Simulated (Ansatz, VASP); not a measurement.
## Mg: VASP beside Ansatz

```xyz
2
Lattice="3.2301 0.0000 0.0000 -1.6151 2.7974 0.0000 0.0000 0.0000 5.2445" Properties=species:S:1:pos:R:3 pbc="T T T"
Mg    0.0000    1.8649    1.3111
Mg    1.6151    0.9325    3.9334
```

Alike in both runs: task single point; functional RPBE; k mesh 18 × 18 × 10; occupations fermi-dirac, width 0.1 eV; no spin polarisation.

|  | VASP | Ansatz |
| --- | --- | --- |
| version | VASP 6.6.1 | Ansatz 0.2.0 |
| potentials or method | VASP PAW PBE potentials, release 64 (Mg), cutoff 520 eV | plane waves (420 eV) with PAW, scalar-relativistic |
| valence electrons in the cell | 4 | 20 |

```csv
,VASP,Ansatz,Ansatz less VASP
pressure (GPa),-0.1,0.1,+0.20
"traceless stress, the component that is largest in VASP (GPa)",-0.05,-0.05,-0.002
```

VASP's potentials were made for PBE, not for RPBE. The functional is the same, so the differences come from potentials, cutoffs and numerics. VASP's potentials hold 4 valence electrons a cell and Ansatz's 20, so a difference there can come from the potentials and not from the codes.
